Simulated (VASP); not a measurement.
## AlN (nc): single point with PBEsol

AlN (nc):

```xyz
2
Lattice="0.0000 1.9807 1.9807 1.9807 0.0000 1.9807 1.9807 1.9807 0.0000" Properties=species:S:1:pos:R:3 pbc="T T T"
Al    1.9807    1.9807    1.9807
N     0.0000    0.0000    0.0000
```

This cell differs from its parent crystal: volume scaled by 0.94.

* Program: VASP 6.6.1
* Task: single point
* Functional: PBEsol
* Potentials or basis: VASP PAW PBE potentials, release 64 (Al, N)
* Cutoff: 600 eV
* k mesh: 10 × 10 × 10
* Occupations: gaussian, width 0.02 eV
* Spin: no spin polarisation
* Dipole correction: no
* Further INCAR settings: ALGO = Normal; EDIFF = 1e-06; NBANDS = 11

- Pressure: 18.5 GPa
- Band gap on the k mesh: 5.02 eV, indirect (least direct gap 6.58 eV)

Levels at points of the mesh, in eV from the valence-band top:
```csv
k point,band 1,band 2,band 3,band 4,band 5,band 6,band 7,band 8,band 9
"(0.00, 0.00, 0.00)",-18.12,0.00,0.00,0.00,6.58,12.22,12.22,12.22,17.47
"(0.50, 0.00, 0.00)",-14.57,-8.77,-1.21,-1.21,6.44,11.40,11.40,14.17,16.66
"(0.50, 0.50, 0.00)",-13.48,-7.87,-2.99,-2.99,5.02,5.16,14.73,18.15,18.15
```

It took 12 s on 1 thread of Intel Xeon 8259CL, with other jobs on the host, peak memory 0.14 GiB.

Caveat: the PAW data sets were made with another functional, which shifts forces and pressure a little. A k mesh can miss the band edges.
